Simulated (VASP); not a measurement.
# CdSe in VASP: notebook, part 2 of 2

VASP 6.6.1. Earlier steps stand in the parts before.

## Step 3: Single point, PBEsol

The input, INCAR:

```
SYSTEM = CdSe
PREC     = Accurate       ! precision mode
ENCUT    = 520            ! plane-wave cutoff, eV
EDIFF    = 1E-7           ! SCF threshold, eV
ISMEAR   = 0              ! smearing method
SIGMA    = 0.05           ! smearing width, eV
LREAL    = .False.        ! projectors in reciprocal space
LASPH    = .True.         ! aspherical terms in the spheres
NELM     = 80             ! most SCF steps
ALGO     = Normal         ! electronic algorithm
ISIF     = 2              ! what is computed and relaxed
LWAVE    = .False.        ! write WAVECAR
LCHARG   = .False.        ! write CHGCAR
GGA      = PS             ! functional
NBANDS   = 16             ! bands
```

The input, KPOINTS:

```
Automatic mesh
0
Gamma
  6 6 6
  0 0 0
```

The input, POSCAR:

```
CdSe
1.0
   -0.0153513550      3.0702710000      3.0702710000
    3.0702710000     -0.0153513550      3.0702710000
    3.0549196450      3.0549196450      0.0000000000
Cd Se
1 1
Direct
    0.0000000000      0.0000000000      0.0000000000
    0.7500000000      0.7500000000      0.7500000000
```

Potentials or basis: VASP PAW PBE potentials, release 64 (Cd, Se).

The run is started by

```bash
$ cat potpaw_PBE.64/Cd/POTCAR potpaw_PBE.64/Se/POTCAR > POTCAR
$ mpirun -np 1 vasp_std > vasp.out
```

OUTCAR:

```text
SYSTEM = CdSe
   PREC = Accurate
   ENCUT = 520
   EDIFF = 1E-7
   ISMEAR = 0
   LREAL = .False.
   LASPH = .True.
   NELM = 80
   ISIF = 2
   GGA = PS

 ion  position               nearest neighbor table
   1  0.000  0.000  0.000-   2 2.65   2 2.65   2 2.67   2 2.67
   2  0.750  0.750  0.750-   1 2.65   1 2.65   1 2.67   1 2.67

  LATTYP: Found a body centered orthorhombic cell.
 ALAT       =     4.3203087939
 B/A-ratio  =     1.0100502513
 C/A-ratio  =     1.4213201632

  Lattice vectors:

[... 643 lines left out ...]
------------------------ aborting loop because EDIFF is reached ----------------------------------------

  FORCE on cell =-STRESS in cart. coord.  units (eV):
  Direction    XX          YY          ZZ          XY          YZ          ZX
  --------------------------------------------------------------------------------------
  -------------------------------------------------------------------------------------
  Total       -0.3945926     -0.3945926     -0.3951300      0.1473730      0.0000000      0.0000000
  in kB      -10.9222037    -10.9222037    -10.9370779      4.0792394      0.0000000      0.0000000
  external PRESSURE =     -10.9271618 kB  Pullay stress =       0.0000000 kB

 VOLUME and BASIS-vectors are now :
 -----------------------------------------------------------------------------
  energy-cutoff  :      520.00
  volume of cell :       57.88
      direct lattice vectors                 reciprocal lattice vectors
    -0.015351355  3.070271000  3.070271000    -0.162041865  0.162041865  0.162852074
     3.070271000 -0.015351355  3.070271000     0.162041865 -0.162041865  0.162852074
     3.054919645  3.054919645  0.000000000     0.163670426  0.163670426 -0.162852074

 POSITION                                       TOTAL-FORCE (eV/Angst)
 -----------------------------------------------------------------------------------
      0.00000      0.00000      0.00000        -0.000000     -0.000000      0.053246
      4.58238      4.58238      4.60541         0.000000      0.000000     -0.053246
 -----------------------------------------------------------------------------------
    total drift:                                0.000000      0.000000      0.000344

  FREE ENERGIE OF THE ION-ELECTRON SYSTEM (eV)
  ---------------------------------------------------
  free  energy   TOTEN  =        -6.1677610348 eV

  energy  without entropy=       -6.1677610347  energy(sigma->0) =       -6.16776103
```

stdout:

```text
POSCAR found type information on POSCAR CdSe
 POSCAR found :  2 types and       2 ions
 scaLAPACK will be used
 -----------------------------------------------------------------------------
|                                                                             |
|                                                                             |
|     You enforced a specific xc type in the INCAR file but a different       |
|     I HOPE YOU KNOW WHAT YOU ARE DOING!                                     |
|                                                                             |
 -----------------------------------------------------------------------------

 LDA part: xc-table for (Slater+PW92), standard interpolation
 POSCAR, INCAR and KPOINTS ok, starting setup
 FFT: planning ... GRIDC
 FFT: planning ... GRID_SOFT
 FFT: planning ... GRID
 WAVECAR not read
 entering main loop
```

It took 59 s on 1 thread of AMD EPYC 7R13, shared host; peak memory 0.17 GiB.

What came out:

```yaml
Free_energy: -6.1678 eV
Pressure: -1.1 GPa
Largest_force: 0.053 eV/Å
Band_gap_on_the_k_mesh: 0.41 eV, direct
```

Forces on the atoms (eV/Å):
```
Cd   0.000  0.000  0.053
Se   0.000  0.000 -0.053
```

Caveat: the PAW data sets were made with another functional, which shifts forces and pressure a little. A hybrid or GW would open this gap; PBEsol tends to underestimate it.

## Step 4: Single point, PBEsol

The input, INCAR:

```
ALGO     = Normal         # electronic algorithm
EDIFF    = 1E-6           # SCF threshold, eV
ENCUT    = 520            # plane-wave cutoff, eV
GGA      = PS             # functional
ISIF     = 2              # what is computed and relaxed
ISMEAR   = 0              # smearing method
LASPH    = T              # aspherical terms in the spheres
LCHARG   = F              # write CHGCAR
LREAL    = F              # projectors in reciprocal space
LWAVE    = F              # write WAVECAR
NBANDS   = 16             # bands
NELM     = 60             # most SCF steps
PREC     = Accurate       # precision mode
SIGMA    = 0.05           # smearing width, eV
```

The input, KPOINTS:

```
k-points
0
Gamma
  6 6 6
```

The input, POSCAR:

```
CdSe
1.0
   -0.0076756775      3.0702710000      3.0702710000
    3.0702710000     -0.0076756775      3.0702710000
    3.0625953225      3.0625953225      0.0000000000
Cd Se
1 1
Direct
    0.0000000000      0.0000000000      0.0000000000
    0.7500000000      0.7500000000      0.7500000000
```

The run is started by

```bash
$ cat potpaw_PBE.64/Cd/POTCAR potpaw_PBE.64/Se/POTCAR > POTCAR
$ mpirun -np 1 vasp_std > vasp.out
```

Run time: 60 s. Hardware: 1 thread of AMD EPYC 7R13, shared host; peak memory 0.17 GiB.

It converged, with:

```
Free energy            : -6.1683 eV
Pressure               : -1.1 GPa
Largest force          : 0.027 eV/Å
Band gap on the k mesh : 0.42 eV, direct
```

Forces in eV/Å, atoms in the order of the input:
```
Cd   0.000  0.000  0.027
Se   0.000  0.000 -0.027
```

Stress tensor (GPa, compression positive):
```
-1.10  0.20  0.00
 0.20 -1.10  0.00
 0.00  0.00 -1.10
```

Levels at points of the mesh, in eV from the valence-band top:
| k point | band 7 | band 8 | band 9 | band 10 | band 11 | band 12 |
| --- | --- | --- | --- | --- | --- | --- |
| (0.00, 0.00, 0.00) | -0.01 | -0.01 | 0.00 | 0.42 | 5.81 | 5.84 |
| (0.50, 0.00, 0.00) | -4.29 | -0.72 | -0.72 | 2.25 | 6.34 | 6.37 |
| (0.50, 0.50, 0.00) | -4.01 | -1.81 | -1.77 | 3.04 | 3.64 | 8.84 |
| (0.00, 0.00, 0.50) | -4.29 | -0.74 | -0.73 | 2.23 | 6.32 | 6.35 |
| (0.50, 0.00, 0.50) | -4.01 | -1.79 | -1.79 | 3.04 | 3.64 | 8.84 |

Caveat: the PAW data sets were made with another functional, which shifts forces and pressure a little.

## Step 5: Single point, PBEsol

The input, INCAR:

```
SYSTEM = CdSe
ALGO     = Normal         ! electronic algorithm
EDIFF    = 1E-6           ! SCF threshold, eV
ENCUT    = 520            ! plane-wave cutoff, eV
GGA      = PS             ! functional
ISIF     = 2              ! what is computed and relaxed
ISMEAR   = 0              ! smearing method
LASPH    = .True.         ! aspherical terms in the spheres
LCHARG   = .False.        ! write CHGCAR
LREAL    = .False.        ! projectors in reciprocal space
LWAVE    = .False.        ! write WAVECAR
NBANDS   = 16             ! bands
NELM     = 80             ! most SCF steps
PREC     = Accurate       ! precision mode
SIGMA    = 0.05           ! smearing width, eV
```

The input, KPOINTS:

```
k-points
0
Gamma
  6 6 6
  0 0 0
```

The input, POSCAR:

```
CdSe
1.0
    0.0076756775      3.0702710000      3.0702710000
    3.0702710000      0.0076756775      3.0702710000
    3.0779466775      3.0779466775      0.0000000000
Cd Se
1 1
Direct
    0.0000000000      0.0000000000      0.0000000000
    0.7500000000      0.7500000000      0.7500000000
```

The run is started by

```bash
$ cat potpaw_PBE.64/Cd/POTCAR potpaw_PBE.64/Se/POTCAR > POTCAR
$ mpirun -np 1 vasp_std > vasp.out
```

It took 56 s on 1 thread of AMD EPYC 7R13, shared host; peak memory 0.17 GiB.

It converged, with:

```
Free energy            : -6.1683 eV
Pressure               : -1.1 GPa
Largest force          : 0.027 eV/Å
Band gap on the k mesh : 0.42 eV, direct
```

Forces on the atoms (eV/Å):
```
Cd   0.000  0.000 -0.027
Se   0.000  0.000  0.027
```

Stress tensor (GPa, compression positive):
```
-1.10 -0.20  0.00
-0.20 -1.10  0.00
 0.00  0.00 -1.10
```

Levels at points of the mesh, in eV from the valence-band top:
| k point | band 7 | band 8 | band 9 | band 10 | band 11 | band 12 |
| --- | --- | --- | --- | --- | --- | --- |
| (0.00, 0.00, 0.00) | -0.01 | -0.01 | 0.00 | 0.42 | 5.81 | 5.84 |
| (0.50, 0.00, 0.00) | -4.29 | -0.74 | -0.73 | 2.23 | 6.32 | 6.35 |
| (0.50, 0.50, 0.00) | -4.01 | -1.81 | -1.77 | 3.04 | 3.64 | 8.84 |
| (0.00, 0.00, 0.50) | -4.29 | -0.72 | -0.72 | 2.25 | 6.34 | 6.37 |
| (0.50, 0.00, 0.50) | -4.01 | -1.79 | -1.79 | 3.04 | 3.64 | 8.84 |

Caveat: the PAW data sets were made with another functional, which shifts forces and pressure a little. Expect the measured gap to be larger: semilocal functionals such as PBEsol lack the derivative discontinuity.

## Step 6: Single point, PBEsol

The input, INCAR:

```
SYSTEM = CdSe
ALGO = Normal ; EDIFF = 1E-7
ENCUT = 520 ; GGA = PS
ISIF = 2 ; ISMEAR = 0
LASPH = .TRUE. ; LCHARG = .FALSE.
LREAL = .FALSE. ; LWAVE = .FALSE.
NBANDS = 16 ; NELM = 60
PREC = Accurate ; SIGMA = 0.05
```

The input, KPOINTS:

```
k-points
0
G
  6 6 6
  0 0 0
```

The input, POSCAR:

```
CdSe
1.0
    0.0153513550      3.0702710000      3.0702710000
    3.0702710000      0.0153513550      3.0702710000
    3.0856223550      3.0856223550      0.0000000000
Cd Se
1 1
Direct
    0.0000000000      0.0000000000      0.0000000000
    0.7500000000      0.7500000000      0.7500000000
```

Potentials or basis: VASP PAW PBE potentials, release 64 (Cd, Se).

The run is started by

```bash
$ cat potpaw_PBE.64/Cd/POTCAR potpaw_PBE.64/Se/POTCAR > POTCAR
$ mpirun -np 1 vasp_std > vasp.out
```

Wall time 67 s (1 thread of AMD EPYC 7R13, shared host); peak memory 0.17 GiB.

Results (log left out):

* Free energy: -6.1678 eV
* Pressure: -1.1 GPa
* Largest force: 0.053 eV/Å
* Band gap on the k mesh: 0.41 eV, direct

Forces in eV/Å, atoms in the order of the input:
```
Cd   0.000  0.000 -0.053
Se   0.000  0.000  0.053
```

Stress tensor (GPa, compression positive):
```
-1.09 -0.41  0.00
-0.41 -1.09  0.00
 0.00  0.00 -1.09
```

Levels at points of the mesh, in eV from the valence-band top:
| k point | band 5 | band 6 | band 7 | band 8 | band 9 | band 10 | band 11 | band 12 | band 13 | band 14 |
| --- | --- | --- | --- | --- | --- | --- | --- | --- | --- | --- |
| (0.00, 0.00, 0.00) | -7.49 | -7.49 | -0.03 | -0.02 | 0.00 | 0.41 | 5.78 | 5.84 | 5.90 | 9.47 |
| (0.50, 0.00, 0.00) | -7.46 | -7.21 | -4.30 | -0.75 | -0.75 | 2.22 | 6.29 | 6.35 | 7.20 | 9.77 |
| (0.50, 0.50, 0.00) | -7.43 | -7.15 | -4.02 | -1.83 | -1.76 | 3.03 | 3.63 | 8.83 | 9.92 | 9.97 |
| (0.00, 0.00, 0.50) | -7.46 | -7.22 | -4.30 | -0.72 | -0.72 | 2.25 | 6.33 | 6.39 | 7.17 | 9.79 |
| (0.50, 0.00, 0.50) | -7.43 | -7.15 | -4.02 | -1.80 | -1.80 | 3.04 | 3.63 | 8.83 | 9.94 | 9.95 |

Caveat: the PAW data sets were made with another functional, which shifts forces and pressure a little.

## Step 7: Summary

| cell | gap on the mesh (eV) | pressure (GPa) | largest force (eV/Å) |
| --- | --- | --- | --- |
| a = 4.342 Å, angles 60.0°, 2 atoms | 0.42 | -1.1 | - |
| a = 4.342, b = 4.342, c = 4.320 Å, angles 60.2, 60.2, 60.3°, 2 atoms | 0.41 | -1.1 | 0.05 |
| a = 4.342, b = 4.342, c = 4.331 Å, angles 60.1, 60.1, 60.2°, 2 atoms | 0.42 | -1.1 | 0.03 |
| a = 4.342, b = 4.342, c = 4.353 Å, angles 59.9, 59.9, 59.8°, 2 atoms | 0.42 | -1.1 | 0.03 |
| a = 4.342, b = 4.342, c = 4.364 Å, angles 59.8, 59.8, 59.7°, 2 atoms | 0.41 | -1.1 | 0.05 |

Alike in all rows: task single point; level PBEsol; potentials or basis VASP PAW PBE potentials, release 64 (Cd, Se); no spin polarisation; k mesh 6 × 6 × 6; cutoff (eV) 520; smearing gaussian 0.05 eV.

Caveats: the PAW data sets were made with another functional, which shifts forces and pressure a little.

Absolute energies hang on the potentials; compare differences alone.
